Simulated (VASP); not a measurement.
# Si (Fd-3m) in VASP: a series of runs

Runs on Si. Level: BLYP. Tasks: single point.

Program: VASP 6.6.1. These are calculated values, not measurements. Logs are shortened: lines on timing, memory, paths and dates and some standing lists are left out, and cuts for length are marked.

### 1 The cell of the first run

Symmetry: Fd-3m, No. 227, cubic system. Conventional cell: a = 5.533 Å, b = 5.533 Å, c = 5.533 Å, α = 90.00°, β = 90.00°, γ = 90.00°. Within 3.2 Å of Si (site symmetry -43m) lie 4 Si at 2.40 Å.

### 2 Single point, BLYP

File INCAR:

```
PREC = Accurate
ENCUT = 520
EDIFF = 1E-6
ISMEAR = -1
SIGMA = 0.05
LREAL = F
LASPH = T
NELM = 80
ALGO = Normal
ISIF = 2
LWAVE = F
LCHARG = T
GGA = B5
ALDAX = 1.0
AGGAX = 1.0
AGGAC = 1.0
ALDAC = 0.0
LELF = T
LVHAR = T
NBANDS = 11
```

File KPOINTS:

```
Automatic mesh
0
Gamma
  6 6 6
```

File POSCAR:

```
Si
1.0
    0.0000000000      2.7663090466      2.7663090466
    2.7663090466      0.0000000000      2.7663090466
    2.7663090466      2.7663090466      0.0000000000
Si
2
Direct
    0.5000000000      0.5000000000      0.5000000000
    0.7500000000      0.7500000000      0.7500000000
```

Potentials or basis: VASP PAW PBE potentials, release 64 (Si).

Launch:

```sh
$ cat potpaw_PBE.64/Si/POTCAR > POTCAR
$ mpirun -np 1 vasp_std > vasp.out
```

OUTCAR:

```text
PREC = Accurate
   ENCUT = 520
   EDIFF = 1E-6
   ISMEAR = -1
   LREAL = F
   LASPH = T
   NELM = 80
   ISIF = 2
   GGA = B5

 ion  position               nearest neighbor table
   1  0.500  0.500  0.500-   2 2.40   2 2.40   2 2.40   2 2.40
   2  0.750  0.750  0.750-   1 2.40   1 2.40   1 2.40   1 2.40

  LATTYP: Found a face centered cubic cell.
 ALAT       =     5.5326180932

  Lattice vectors:

 A1 = (   0.0000000000,   2.7663090466,   2.7663090466)
 A2 = (   2.7663090466,   0.0000000000,   2.7663090466)
 A3 = (   2.7663090466,   2.7663090466,   0.0000000000)

Analysis of symmetry for initial positions (statically):
=====================================================================
 Subroutine PRICEL returns:
 Original cell was already a primitive cell.

 Routine SETGRP: Setting up the symmetry group for a
 face centered cubic supercell.

 Subroutine GETGRP returns: Found 48 space group operations
 (whereof 24 operations were pure point group operations)
 out of a pool of 48 trial point group operations.

The static configuration has the point symmetry T_d .
 The point group associated with its full space group is O_h .

Analysis of symmetry for dynamics (positions and initial velocities):
=====================================================================
 Subroutine PRICEL returns:
 Original cell was already a primitive cell.

 Routine SETGRP: Setting up the symmetry group for a
 face centered cubic supercell.

 Subroutine GETGRP returns: Found 48 space group operations
 (whereof 24 operations were pure point group operations)
 out of a pool of 48 trial point group operations.

The dynamic configuration has the point symmetry T_d .
 The point group associated with its full space group is O_h .

 Subroutine INISYM returns: Found 48 space group operations
 (whereof 24 operations are pure point group operations),
 and found     1 'primitive' translations

----------------------------------------------------------------------------------------

                                     Primitive cell

  volume of cell :      42.3382

  direct lattice vectors                    reciprocal lattice vectors
     0.000000000  2.766309047  2.766309047    -0.180746255  0.180746255  0.180746255
     2.766309047  0.000000000  2.766309047     0.180746255 -0.180746255  0.180746255
     2.766309047  2.766309047  0.000000000     0.180746255  0.180746255 -0.180746255

  length of vectors
     3.912151771  3.912151771  3.912151771     0.313061697  0.313061697  0.313061697

  position of ions in fractional coordinates (direct lattice)
     0.500000000  0.500000000  0.500000000
     0.750000000  0.750000000  0.750000000

  ion indices of the primitive-cell ions
   primitive index   ion index
                 1           1
                 2           2

----------------------------------------------------------------------------------------

 KPOINTS: Automatic mesh

Automatic generation of k-mesh.
 Grid dimensions read from file:
 generate k-points for:    6    6    6

 Generating k-lattice:

  Cartesian coordinates                     Fractional coordinates (reciprocal lattice)
    -0.030124376  0.030124376  0.030124376     0.166666667  0.000000000  0.000000000
     0.030124376 -0.030124376  0.030124376     0.000000000  0.166666667  0.000000000
     0.030124376  0.030124376 -0.030124376     0.000000000  0.000000000  0.166666667

  Length of vectors
     0.052176949  0.052176949  0.052176949

  Shift w.r.t. Gamma in fractional coordinates (k-lattice)
     0.000000000  0.000000000  0.000000000

 Subroutine IBZKPT returns following result:
 ===========================================

 Found     16 irreducible k-points:

 Following reciprocal coordinates:
            Coordinates               Weight
  0.000000  0.000000  0.000000      1.000000
  0.166667  0.000000  0.000000      8.000000
  0.333333  0.000000  0.000000      8.000000
  0.500000  0.000000  0.000000      4.000000
  0.166667  0.166667  0.000000      6.000000
  0.333333  0.166667  0.000000     24.000000
[... 8 lines left out ...]
 -0.333333  0.333333  0.166667     24.000000
 -0.333333  0.500000  0.166667     12.000000
   k-points           NKPTS =     16   k-points in BZ     NKDIM =     16   number of bands    NBANDS=     11
   number of dos      NEDOS =    301   number of ions     NIONS =      2
   total plane-waves  NPLWV =  27000
   dimension x,y,z NGX =    30 NGY =   30 NGZ =   30
   dimension x,y,z NGXF=    60 NGYF=   60 NGZF=   60
   ions per type =               2
   NGX,Y,Z   is equivalent  to a cutoff of  12.75, 12.75, 12.75 a.u.
   NGXF,Y,Z  is equivalent  to a cutoff of  25.50, 25.50, 25.50 a.u.
 SYSTEM =  unknown system
   PREC   = accura    normal or accurate (medium, high low for compatibility)
   ISTART =      0    job   : 0-new  1-cont  2-samecut
   ICHARG =      2    charge: 1-file 2-atom 10-const
   ISPIN  =      1    spin polarized calculation?
   LNONCOLLINEAR =      F non collinear calculations
   LSORBIT =      F    spin-orbit coupling
   LASPH  =      T    aspherical Exc in radial PAW
   ENCUT  =  520.0 eV  38.22 Ry    6.18 a.u.   7.27  7.27  7.27*2*pi/ulx,y,z
   NELM   =     80;   NELMIN=  2; NELMDL= -5     # of ELM steps
   EDIFF  = 0.1E-05   stopping-criterion for ELM
   LREAL  =      F    real-space projection
   EDIFFG = 0.1E-04   stopping-criterion for IOM
   NSW    =      0    number of steps for IOM
   IBRION =     -1    ionic relax: 0-MD 1-quasi-New 2-CG
   NFREE  =      0    steps in history (QN), initial steepest desc. (CG)
   ISIF   =      2    stress and relaxation
   ISYM   =      2    0-nonsym 1-usesym 2-fastsym
   POTIM  = 0.5000    time-step for ionic-motion
   TEBEG  =    0.0;   TEEND  =   0.0 temperature during run
   PSTRESS=    0.0 pullay stress
   NELECT =       8.0000    total number of electrons
   NUPDOWN=      -1.0000    fix difference up-down
   EMIN   =  10.00;   EMAX   =-10.00  energy-range for DOS
   EFERMI =   0.00;   METHOD = LEGACY
   ISMEAR =    -1;   SIGMA  =   0.05  broadening in eV -4-tet -1-fermi 0-gaus
   EFERMI_NEDOS =   21; number of points for ismear=-14 and -15
   IALGO  =     38    algorithm
   IMIX   =      4    mixing-type and parameters
     AMIX     =   0.40;   BMIX     =  1.00
     AMIX_MAG =   1.60;   BMIX_MAG =  1.00
  volume/ion in A,a.u.               =      21.17       142.86
  Fermi-wavevector in a.u.,A,eV,Ry     =   0.939422  1.775250 12.007332  0.882514
  Thomas-Fermi vector in A             =   2.066733
   LORBIT       =      0    0 simple, 1 ext, 2 COOP (PROOUT), +10 PAW based schemes
   GGA     = B5    functional components
   LHFCALC =     F    Hartree Fock is set to
   AEXX    =    0.0000 exact exchange contribution
   IVDW    =     0    specifies the selected vdW correction
   LEPSILON=     F    determine dielectric tensor
   LRPA    =     F    only Hartree local field effects (RPA)
 non-spin polarized calculation
  energy-cutoff  :      520.00
  volume of cell :       42.34
 maximum number of plane-waves:      1158
 NGX is ok and might be reduce to    30
   NGX = 15   NGY = 15   NGZ = 15

 number of electron       8.0000000 magnetization

 Free energy of the ion-electron system (eV)
  ---------------------------------------------------
  ext. energy  EPLUGINS =         0.00000000
  ---------------------------------------------------
  free energy    TOTEN  =        -9.47121239 eV

  energy without entropy =       -9.47121008  energy(sigma->0) =       -9.47121124

 E-fermi :   6.1528     XC(G=0):  -8.5383

 val. band max:        5.6773103281   @ k =   0.0000   0.0000   0.0000
 cond. band min:       6.6842614892   @ k =   0.3333   0.3333   0.0000
 fundamental gap:      1.0069511611
 Fermi energy:         6.1527807103

 k-point     1 :       0.0000    0.0000    0.0000
  band No.  band energies     occupation
      1      -5.8309      2.00000
      2       5.6773      1.99985
      3       5.6773      1.99985
      4       5.6773      1.99985
      5       8.3469      0.00000
      6       8.3469      0.00000
      7       8.3469      0.00000
      8       8.3566      0.00000
      9      13.5662      0.00000
     10      13.5662      0.00000
     11      13.7290      0.00000

 k-point     2 :       0.1667    0.0000    0.0000
  band No.  band energies     occupation
      1      -5.4904      2.00000
      2       3.3670      2.00000
      3       5.2673      2.00000
      4       5.2673      2.00000
      5       7.9226      0.00000
      6       8.9502      0.00000
      7       8.9502      0.00000
      8      10.6652      0.00000
      9      12.9798      0.00000
     10      12.9798      0.00000
     11      14.8163      0.00000

 k-point     3 :       0.3333    0.0000    0.0000
  band No.  band energies     occupation
      1      -4.5408      2.00000
      2       0.5698      2.00000
      3       4.7461      2.00000
      4       4.7461      2.00000
      5       7.3333      0.00000
      6       9.3202      0.00000
      7       9.3202      0.00000
      8      13.4212      0.00000
      9      13.7676      0.00000
     10      13.7676      0.00000
     11      14.6852      0.00000

 k-point     4 :       0.5000    0.0000    0.0000
  band No.  band energies     occupation
      1      -3.6759      2.00000
      2      -0.9425      2.00000
      3       4.5543      2.00000
      4       4.5543      2.00000
      5       7.1080      0.00000
      6       9.2104      0.00000
      7       9.2104      0.00000
      8      13.6509      0.00000
      9      16.2397      0.00000
     10      16.2397      0.00000
     11      16.6879      0.00000
[... 127 lines left out ...]
 k-point    14 :       0.5000    0.3333    0.1667
  band No.  band energies     occupation
      1      -3.6825      2.00000
      2       0.1379      2.00000
      3       2.4236      2.00000
      4       3.5875      2.00000
      5       8.6553      0.00000
      6       9.5619      0.00000
      7       9.8919      0.00000
      8      12.5962      0.00000
      9      14.5430      0.00000
     10      15.4126      0.00000
     11      18.2355      0.00000

 k-point    15 :      -0.3333    0.3333    0.1667
  band No.  band energies     occupation
      1      -2.7813      2.00000
      2      -0.9702      2.00000
      3       2.0055      2.00000
      4       3.1703      2.00000
      5       9.2415      0.00000
      6       9.2427      0.00000
      7      11.8029      0.00000
      8      12.0922      0.00000
      9      13.1024      0.00000
     10      16.5736      0.00000
     11      17.3529      0.00000

 k-point    16 :      -0.3333    0.5000    0.1667
  band No.  band energies     occupation
      1      -1.8334      2.00000
      2      -1.8334      2.00000
      3       2.3646      2.00000
      4       2.3646      2.00000
      5       8.6030      0.00000
      6       8.6030      0.00000
      7      12.3493      0.00000
      8      12.3493      0.00000
      9      15.9870      0.00000
     10      15.9870      0.00000
     11      18.3080      0.00000

------------------------ aborting loop because EDIFF is reached ----------------------------------------

  FORCE on cell =-STRESS in cart. coord.  units (eV):
  Direction    XX          YY          ZZ          XY          YZ          ZX
  --------------------------------------------------------------------------------------
  -------------------------------------------------------------------------------------
  Total        0.0394453      0.0394453      0.0394453      0.0000000      0.0000000     -0.0000000
  in kB        1.4927048      1.4927048      1.4927048      0.0000000      0.0000000     -0.0000000
  external PRESSURE =       1.4927048 kB  Pullay stress =       0.0000000 kB

 VOLUME and BASIS-vectors are now :
 -----------------------------------------------------------------------------
  energy-cutoff  :      520.00
  volume of cell :       42.34
      direct lattice vectors                 reciprocal lattice vectors
     0.000000000  2.766309047  2.766309047    -0.180746255  0.180746255  0.180746255
     2.766309047  0.000000000  2.766309047     0.180746255 -0.180746255  0.180746255
     2.766309047  2.766309047  0.000000000     0.180746255  0.180746255 -0.180746255

 POSITION                                       TOTAL-FORCE (eV/Angst)
 -----------------------------------------------------------------------------------
      2.76631      2.76631      2.76631         0.000000      0.000000      0.000000
      4.14946      4.14946      4.14946        -0.000000     -0.000000     -0.000000
 -----------------------------------------------------------------------------------
    total drift:                                0.000000     -0.000000     -0.000000

  FREE ENERGIE OF THE ION-ELECTRON SYSTEM (eV)
  ---------------------------------------------------
  free  energy   TOTEN  =        -9.4712123928 eV

  energy  without entropy=       -9.4712100835  energy(sigma->0) =       -9.47121124
```

It took 8.5 s on 1 thread of Intel Xeon Platinum 8559C (Emerald Rapids), shared host; peak memory 0.15 GiB.

What came out:

* Free energy: -9.4712 eV
* Pressure: 0.1 GPa
* Band gap on the k mesh: 1.01 eV, indirect (least direct gap 2.55 eV)

Caveat: the PAW data sets were made with another functional, which shifts forces and pressure a little.

### 3 Single point, BLYP (volume scaled by 0.88)

File INCAR:

```
PREC = Accurate
ENCUT = 520
EDIFF = 1E-6
ISMEAR = -1
SIGMA = 0.05
LREAL = False
LASPH = True
NELM = 80
ALGO = Normal
ISIF = 2
LWAVE = False
LCHARG = False
GGA = B5
ALDAX = 1.0
AGGAX = 1.0
AGGAC = 1.0
ALDAC = 0.0
NBANDS = 11
```

File KPOINTS:

```
Automatic mesh
0
Gamma
  9 9 9
```

File POSCAR:

```
Si
1.0
    0.0000000000      2.6509096194      2.6509096194
    2.6509096194      0.0000000000      2.6509096194
    2.6509096194      2.6509096194      0.0000000000
Si
2
Direct
    0.5000000000      0.5000000000      0.5000000000
    0.7500000000      0.7500000000      0.7500000000
```

Potentials or basis: VASP PAW PBE potentials, release 64 (Si).

Launch:

```sh
$ cat potpaw_PBE.64/Si/POTCAR > POTCAR
$ mpirun -np 1 vasp_std > vasp.out
```

Wall time 9.9 s (1 thread of Intel Xeon Platinum 8559C (Emerald Rapids), shared host); peak memory 0.15 GiB.

The run converged. Its results:

```yaml
Free_energy: -9.2971 eV
Pressure: 13.5 GPa
Band_gap_on_the_k_mesh: 0.69 eV, indirect (least direct gap 2.74 eV)
```

Levels at points of the mesh, in eV from the valence-band top:
```csv
k point,band 1,band 2,band 3,band 4,band 5,band 6,band 7,band 8
"(0.00, 0.00, 0.00)",-12.37,0.00,0.00,0.00,2.74,2.74,2.74,4.20
```

Caveat: the PAW data sets were made with another functional, which shifts forces and pressure a little.

### 4 Single point, BLYP (volume scaled by 0.92)

File INCAR:

```
AGGAC = 1.0
AGGAX = 1.0
ALDAC = 0.0
ALDAX = 1.0
ALGO = Normal
EDIFF = 1E-7
ENCUT = 520
GGA = B5
ISIF = 2
ISMEAR = -1
LASPH = T
LCHARG = F
LREAL = F
LWAVE = F
NBANDS = 11
NELM = 80
PREC = Accurate
SIGMA = 0.05
```

File KPOINTS:

```
k-points
0
Gamma
  9 9 9
```

File POSCAR:

```
Si
1.0
    0.0000000000      2.6904812686      2.6904812686
    2.6904812686      0.0000000000      2.6904812686
    2.6904812686      2.6904812686      0.0000000000
Si
2
Direct
    0.5000000000      0.5000000000      0.5000000000
    0.7500000000      0.7500000000      0.7500000000
```

Launch:

```sh
$ cat potpaw_PBE.64/Si/POTCAR > POTCAR
$ mpirun -np 1 vasp_std > vasp.out
```

Wall time 11 s (1 thread of Intel Xeon Platinum 8559C (Emerald Rapids), shared host); peak memory 0.15 GiB.

The run converged. Its results:

```
Free energy            : -9.4098 eV
Pressure               : 8.0 GPa
Band gap on the k mesh : 0.77 eV, indirect (least direct gap 2.72 eV)
```

Levels at points of the mesh, in eV from the valence-band top:
```
           k point  band 1  band 2  band 3  band 4  band 5  band 6  band 7  band 8
(0.00, 0.00, 0.00)  -12.06    0.00    0.00    0.00    2.72    2.72    2.72    3.66
```

Caveat: the PAW data sets were made with another functional, which shifts forces and pressure a little. A k mesh can miss the band edges.

(Continued in part 2 of 2.)
